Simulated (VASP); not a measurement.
Write the native input for VASP 6.6.1 that does the following.

| Quantity | Value |
| --- | --- |
| Task | single point |
| Functional | PBE |
| Potentials or basis | VASP PAW PBE potentials, release 64 (Ti_sv, Al) |
| Cutoff | 520 eV |
| k mesh | 18 × 18 × 10 |
| Occupations | gaussian, width 0.15 eV |
| Spin | no spin polarisation |
| Dipole correction | no |
| Further INCAR settings | ALGO = Normal; EDIFF = 1e-06; NBANDS = 14 |

The structure of TiAl lies in POSCAR:

```
TiAl
1.0
    2.9530000000      0.0000000000      0.0000000000
   -1.4765000000      2.5573730174      0.0000000000
    0.0000000000      0.0000000000      4.7414000000
Ti Al
1 1
Direct
    0.0000000000      0.0000000000      0.0000000000
    0.3333333333      0.6666666667      0.5000000000
```

The input as run:

INCAR

```
SYSTEM = TiAl
PREC = Accurate ; ENCUT = 520
EDIFF = 1E-6 ; ISMEAR = 0
SIGMA = 0.15 ; LREAL = .False.
LASPH = .True. ; NELM = 60
ALGO = Normal ; ISIF = 2
LWAVE = .False. ; LCHARG = .False.
GGA = PE ; NBANDS = 14
```

KPOINTS

```
Automatic mesh
0
Gamma
  18 18 10
  0 0 0
```

Potentials or basis: VASP PAW PBE potentials, release 64 (Ti_sv, Al).

The run is started by

```sh
$ cat potpaw_PBE.64/Ti_sv/POTCAR potpaw_PBE.64/Al/POTCAR > POTCAR
$ mpirun -np 1 vasp_std > vasp.out
```

It gave:

* Pressure: -6.4 GPa
* Band gap on the k mesh: zero (an odd number of electrons rules out a gap without spin polarisation)

Caveat: the cell stands under tension.

Wall time 2.3 min on 1 thread of Intel Xeon 8259CL (shared host), peak memory 0.24 GiB.
